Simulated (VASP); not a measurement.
Set up this calculation in VASP 6.6.1, as the native input.

```yaml
Task: relaxation of cell and atoms
Functional: PBEsol
Potentials_or_basis: VASP PAW PBE potentials, release 64 (W_sv, C)
Cutoff: 600 eV
k_mesh: 18 × 18 × 14
Occupations: fermi-dirac, width 0.15 eV
Spin: no spin polarisation
Dipole_correction: no
Further_INCAR_settings: ALGO = Normal; EDIFF = 1e-06; IBRION = 2; EDIFFG = -0.001; NSW = 80; ISIF = 3
```

The structure of WC lies in POSCAR:

```
WC
1.0
    2.8984102022      0.0000000000      0.0000000000
   -1.4492051011      2.5100968657      0.0000000000
    0.0000000000      0.0000000000      2.8277797164
W C
1 1
Direct
    0.0000000000      0.0000000000      0.0000000000
    0.6666666667      0.3333333333      0.5000000000
```

These files were run (other wordings do the same):

INCAR

```
  PREC = Accurate
  ENCUT = 600
  EDIFF = 1E-6
  ISMEAR = -1
  SIGMA = 0.15
  LREAL = False
  LASPH = True
  NELM = 100
  ALGO = Normal
  ISIF = 3
  LWAVE = False
  LCHARG = False
  GGA = PS
  IBRION = 2
  NSW = 80
  EDIFFG = -0.001
```

KPOINTS

```
regular mesh
0
Gamma
  18 18 14
```

Potentials or basis: VASP PAW PBE potentials, release 64 (W_sv, C).

The run is started by

```console
$ cat potpaw_PBE.64/W_sv/POTCAR potpaw_PBE.64/C/POTCAR > POTCAR
$ mpirun -np 1 vasp_std > vasp.out
```

Results of the run:

```
Relaxed volume                        : 10.32 Å³/atom
Relaxed cell                          : a = 2.902 Å, b = 2.902 Å, c = 2.830 Å, α = 90.00°, β = 90.00°, γ = 120.00°
Space group after relaxing (to 0.1 Å) : P-6m2 (No. 187)
Energy gained by relaxing             : 0.1 meV/atom
Ionic steps                           : 17
Pressure after relaxing               : 0.0 GPa
Band gap on the k mesh                : zero (bands 9 and 10 overlap by 1.23 eV)
```

Caveat: the PAW data sets were made with another functional, which shifts forces and pressure a little; spin-orbit coupling is left out, which moves the levels of the heavy elements.

It took 2.4 min on 1 thread of Intel(R) Xeon(R) 6975P-C (Granite Rapids), on a shared host, peak memory 0.23 GiB.
